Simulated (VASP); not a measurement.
# Si (Imma) in VASP: a series of runs, part 2 of 2

VASP 6.6.1.

## (3) Single point, PBEsol

Contents of INCAR:

```
SYSTEM = Si
ALGO = Normal
EDIFF = 1E-6
ENCUT = 500
GGA = PS
GGA_COMPAT = .False.
ISIF = 2
ISMEAR = 0
LASPH = .True.
LCHARG = .True.
LELF = .True.
LREAL = .False.
LVHAR = .True.
LWAVE = .False.
NBANDS = 11
NELM = 120
PREC = Accurate
SIGMA = 0.01
```

Contents of KPOINTS:

```
k-points
0
Gamma
  4 4 4
  0 0 0
```

Contents of POSCAR:

```
Si
1.0
   -0.0145234379      2.7040876579      2.7267395127
    2.7040876579     -0.0145234379      2.7267395127
    2.6895642200      2.6895642200      0.0000000000
Si
2
Direct
   -0.0007399664     -0.0007399664      0.0007399664
    0.2507399664      0.2507399664      0.2492600336
```

Potentials or basis: VASP PAW PBE potentials, release 64 (Si).

Started as:

```console
cat potpaw_PBE.64/Si/POTCAR > POTCAR
mpirun -np 1 vasp_std > vasp.out
```

OUTCAR:

```text
SYSTEM = Si
   EDIFF = 1E-6
   ENCUT = 500
   GGA = PS
   ISIF = 2
   ISMEAR = 0
   LASPH = .True.
   LREAL = .False.
   NELM = 120
   PREC = Accurate

 ion  position               nearest neighbor table
   1  0.999  0.999  0.001-   2 2.34   2 2.34   2 2.35   2 2.35
   2  0.251  0.251  0.249-   1 2.34   1 2.34   1 2.35   1 2.35

  LATTYP: Found a body centered orthorhombic cell.
 ALAT       =     3.8036181968
 B/A-ratio  =     1.0107998447
 C/A-ratio  =     1.4337608938

  Lattice vectors:

 A1 = (   0.0145234379,  -2.7040876579,  -2.7267395127)
 A2 = (  -0.0145234379,   2.7040876579,  -2.7267395127)
 A3 = (   2.7040876579,  -0.0145234379,   2.7267395127)

Analysis of symmetry for initial positions (statically):
=====================================================================
 Subroutine PRICEL returns:
 Original cell was already a primitive cell.

 Routine SETGRP: Setting up the symmetry group for a
 body centered orthorhombic supercell.

 Subroutine GETGRP returns: Found  8 space group operations
 (whereof  4 operations were pure point group operations)
 out of a pool of  8 trial point group operations.
[... 167 lines left out ...]
      1      -6.1518      2.00000
      2       5.8384      2.00000
      3       5.8446      2.00000
      4       5.9534      2.00000
      5       8.3071      0.00000
      6       8.3823      0.00000
      7       8.4277      0.00000
      8       9.2634      0.00000
      9      13.4678      0.00000
     10      13.5895      0.00000
     11      13.6237      0.00000
[... 225 lines left out ...]
 k-point    18 :      -0.2500    0.2500    0.5000
  band No.  band energies     occupation
      1      -1.7857      2.00000
      2      -1.7857      2.00000
      3       1.9381      2.00000
      4       1.9381      2.00000
      5       9.9686      0.00000
      6       9.9686      0.00000
      7      10.7436      0.00000
      8      10.7436      0.00000
      9      16.5251      0.00000
     10      16.5251      0.00000
     11      19.0029      0.00000

------------------------ aborting loop because EDIFF is reached ----------------------------------------

  FORCE on cell =-STRESS in cart. coord.  units (eV):
  Direction    XX          YY          ZZ          XY          YZ          ZX
  --------------------------------------------------------------------------------------
  -------------------------------------------------------------------------------------
  Total        0.3957109      0.3957109      0.1965229      0.1967243      0.0000000      0.0000000
  in kB       15.8995919     15.8995919      7.8962526      7.9043447      0.0000000      0.0000000
  external PRESSURE =      13.2318122 kB  Pullay stress =       0.0000000 kB

 VOLUME and BASIS-vectors are now :
 -----------------------------------------------------------------------------
  energy-cutoff  :      500.00
  volume of cell :       39.88
      direct lattice vectors                 reciprocal lattice vectors
    -0.014523438  2.704087658  2.726739513    -0.183917443  0.183917443  0.183369184
     2.704087658 -0.014523438  2.726739513     0.183917443 -0.183917443  0.183369184
     2.689564220  2.689564220  0.000000000     0.185903722  0.185903722 -0.183369184

 POSITION                                       TOTAL-FORCE (eV/Angst)
 -----------------------------------------------------------------------------------
      2.68956      2.68956      5.44944         0.000000      0.000000      0.009169
      1.34478      1.34478      1.36741        -0.000000     -0.000000     -0.009169
 -----------------------------------------------------------------------------------
    total drift:                               -0.000000     -0.000000     -0.000000

  FREE ENERGIE OF THE ION-ELECTRON SYSTEM (eV)
  ---------------------------------------------------
  free  energy   TOTEN  =       -11.2924538264 eV

  energy  without entropy=      -11.2924538264  energy(sigma->0) =      -11.29245383
```

OSZICAR:

```text
N       E                     dE             d eps       ncg     rms          rms(c)
DAV:   1     0.482764498703E+01    0.48276E+01   -0.31849E+03   396   0.549E+02
DAV:   2    -0.110393004319E+02   -0.15867E+02   -0.15279E+02   558   0.856E+01
DAV:   3    -0.115439357902E+02   -0.50464E+00   -0.50161E+00   529   0.117E+01
DAV:   4    -0.115478817494E+02   -0.39460E-02   -0.39456E-02   483   0.133E+00
DAV:   5    -0.115479190631E+02   -0.37314E-04   -0.37313E-04   493   0.120E-01    0.509E+00
DAV:   6    -0.113716360547E+02    0.17628E+00   -0.91117E-02   447   0.124E+00    0.306E+00
DAV:   7    -0.112914208205E+02    0.80215E-01   -0.16529E-01   435   0.177E+00    0.200E-01
DAV:   8    -0.112923486783E+02   -0.92786E-03   -0.67737E-03   462   0.462E-01    0.849E-02
DAV:   9    -0.112924372237E+02   -0.88545E-04   -0.11262E-04   537   0.700E-02    0.588E-02
DAV:  10    -0.112924540173E+02   -0.16794E-04   -0.14559E-05   475   0.211E-02    0.707E-03
DAV:  11    -0.112924538264E+02    0.19084E-06   -0.10933E-06   466   0.525E-03
   1 F= -.11292454E+02 E0= -.11292454E+02  d E =-.591641E-61
```

stdout:

```text
POSCAR found type information on POSCAR Si
 POSCAR found :  1 types and       2 ions
 scaLAPACK will be used
 -----------------------------------------------------------------------------
|                                                                             |
|                                                                             |
|     You enforced a specific xc type in the INCAR file but a different       |
|     I HOPE YOU KNOW WHAT YOU ARE DOING!                                     |
|                                                                             |
 -----------------------------------------------------------------------------

 LDA part: xc-table for (Slater+PW92), standard interpolation
 POSCAR, INCAR and KPOINTS ok, starting setup
 FFT: planning ... GRIDC
 FFT: planning ... GRID_SOFT
 FFT: planning ... GRID
 WAVECAR not read
 entering main loop
```

Wall time 7.2 s (1 thread of Intel Xeon 6975P-C, shared host); peak memory 0.14 GiB.

What came out:

* Free energy: -11.2925 eV
* Pressure: 1.3 GPa
* Largest force: 0.009 eV/Å
* Band gap on the k mesh: 0.44 eV, indirect (least direct gap 2.35 eV)

Forces on the atoms (eV/Å):
```
Si   0.000  0.000  0.009
Si   0.000  0.000 -0.009
```

Levels at points of the mesh, in eV from the valence-band top:
| k point | band 1 | band 2 | band 3 | band 4 | band 5 | band 6 | band 7 | band 8 |
| --- | --- | --- | --- | --- | --- | --- | --- | --- |
| (0.00, 0.00, 0.00) | -12.11 | -0.12 | -0.11 | 0.00 | 2.35 | 2.43 | 2.47 | 3.31 |
| (0.50, 0.00, 0.00) | -9.77 | -7.14 | -1.32 | -1.20 | 1.44 | 3.15 | 3.25 | 7.46 |
| (0.50, 0.50, 0.00) | -7.98 | -7.94 | -3.00 | -2.86 | 0.44 | 0.61 | 9.99 | 10.06 |
| (0.00, 0.00, 0.50) | -9.71 | -7.11 | -1.34 | -1.30 | 1.34 | 3.14 | 3.16 | 7.37 |
| (0.50, 0.00, 0.50) | -7.91 | -7.91 | -2.99 | -2.99 | 0.46 | 0.46 | 9.99 | 9.99 |

Caveat: the k points lie up to 0.50 Å⁻¹ apart; the PAW data sets were made with another functional, which shifts forces and pressure a little. A k mesh can miss the band edges.
